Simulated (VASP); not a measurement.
Wanted: the native input for a VASP 6.6.1 run.

```yaml
Task: single point
Functional: PBE
Potentials_or_basis: VASP PAW PBE potentials, release 64 (Be, Se)
Cutoff: 520 eV
k_mesh: 6 × 6 × 4
Occupations: gaussian, width 0.1 eV
Spin: no spin polarisation
Dipole_correction: no
Further_INCAR_settings: ALGO = Normal; EDIFF = 1e-07; NBANDS = 15
```

The structure of Be4Se lies in POSCAR:

```
Be4Se
1.0
    3.9409323264      0.0000000000      0.0000000000
    0.0000000000      3.9409323264      0.0000000000
    0.0000000000      0.0000000000      3.9945397764
Be Se
4 1
Direct
    0.0000000000      0.0000000000      0.5000000000
    0.5000000000      0.0000000000      0.5000000000
    0.0000000000      0.5000000000      0.5000000000
    0.0000000000      0.0000000000      0.0000000000
    0.5000000000      0.5000000000      0.0000000000
```

One way to write it, as run:

INCAR

```
PREC = Accurate
ENCUT = 520
EDIFF = 1E-7
ISMEAR = 0
SIGMA = 0.1
LREAL = F
LASPH = T
NELM = 100
ALGO = Normal
ISIF = 2
LWAVE = F
LCHARG = T
GGA = PE
LELF = T
LVHAR = T
NBANDS = 15
```

KPOINTS

```
Automatic mesh
0
Gamma
  6 6 4
```

Potentials or basis: VASP PAW PBE potentials, release 64 (Be, Se).

The run is started by

```console
$ cat potpaw_PBE.64/Be/POTCAR potpaw_PBE.64/Se/POTCAR > POTCAR
$ mpirun -np 1 vasp_std > vasp.out
```

It gave:

The pressure is 0.2 GPa and the band gap on the k mesh is zero (band 7 reaches 5.76 eV, above the bottom of band 8 at 1.98 eV).

Caveat: the k points lie up to 0.39 Å⁻¹ apart.

It took 11 s on 1 thread of Intel(R) Xeon(R) 6975P-C (Granite Rapids), with other jobs on the host, peak memory 0.17 GiB.
